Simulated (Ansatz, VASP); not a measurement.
# One calculation of Ti3C2, two programs

The input INCAR:

```
SYSTEM = Ti3C2
PREC = Accurate ; ENCUT = 520
EDIFF = 1E-6 ; ISMEAR = 0
SIGMA = 0.15 ; LREAL = .False.
LASPH = .True. ; NELM = 100
ALGO = Normal ; ISIF = 2
LWAVE = .False. ; LCHARG = .True.
GGA = PS ; LELF = .True.
LVHAR = .True. ; NBANDS = 55
```

KPOINTS

```
regular mesh
0
Gamma
  18 18 4
  0 0 0
```

Contents of POSCAR:

```
Ti3C2
1.0
    3.0420899491      0.0000000000      0.0000000000
   -1.5210449746      2.6345271765      0.0000000000
    0.0000000000      0.0000000000     14.9846493651
Ti C
6 4
Direct
    0.3333333333      0.6666666667      0.8441541951
    0.6666666667      0.3333333333      0.3434287349
    0.6666666667      0.3333333333      0.1558458049
    0.3333333333      0.6666666667      0.6565712651
    0.0000000000      0.0000000000      0.0000000000
    0.0000000000      0.0000000000      0.5000000000
    0.6666666667      0.3333333333      0.9118784831
    0.3333333333      0.6666666667      0.4168836053
    0.6666666667      0.3333333333      0.5831163947
    0.3333333333      0.6666666667      0.0881215169
```

Input for Ansatz:

```yaml
crystal:
  lattice:
    - [3.0420899491, 0.0, 0.0]
    - [-1.5210449746, 2.6345271765, 0.0]
    - [0.0, 0.0, 14.9846493651]
  atoms:
    - { symbol: Ti, position: [0.3333333333, 0.6666666667, 0.8441541951] }
    - { symbol: Ti, position: [0.6666666667, 0.3333333333, 0.3434287349] }
    - { symbol: Ti, position: [0.6666666667, 0.3333333333, 0.1558458049] }
    - { symbol: Ti, position: [0.3333333333, 0.6666666667, 0.6565712651] }
    - { symbol: Ti, position: [0.0, 0.0, 0.0] }
    - { symbol: Ti, position: [0.0, 0.0, 0.5] }
    - { symbol: C, position: [0.6666666667, 0.3333333333, 0.9118784831] }
    - { symbol: C, position: [0.3333333333, 0.6666666667, 0.4168836053] }
    - { symbol: C, position: [0.6666666667, 0.3333333333, 0.5831163947] }
    - { symbol: C, position: [0.3333333333, 0.6666666667, 0.0881215169] }
basis:
  ecutwfc: 420
kpoints:
  mp_grid: { grid: [18, 18, 4] }
hamiltonian:
  xc: pbesol
scf:
  occupations: { method: gaussian, width: 0.15 }
output:
  forces: true
  stress: true
  eigenvalues: true
```

Change from the starting cell: mode 30 (676.6 1/cm) frozen in, largest displacement +0.037 Å.

Alike in both runs: task single point; functional PBEsol; k mesh 18 × 18 × 4; occupations gaussian, width 0.15 eV; no spin polarisation.

```csv
,VASP,Ansatz
version,VASP 6.6.1,Ansatz 0.2.0
potentials or method,"VASP PAW PBE potentials, release 64 (Ti_sv, C), cutoff 520 eV","scalar-relativistic, plane waves, PAW"
valence electrons in the cell,88,88
```

Ansatz gave:

- gap on the k mesh at the Fermi level (eV): none
- pressure (GPa): 0.1
- traceless stress, the component that is largest in VASP (GPa): -0.09
- rms of the force components (eV/Å): 0.319

Question: Which values does VASP return?

Answer: gap on the k mesh at the Fermi level (eV): none; pressure (GPa): 0.3; traceless stress, the component that is largest in VASP (GPa): -0.10; rms of the force components (eV/Å): 0.319.

VASP's potentials were made for PBE, not for PBEsol. Atom by atom the forces differ by 0.008 eV/Å (rms over components). A gap of «none» marks a metal or a gap that the smearing closes.
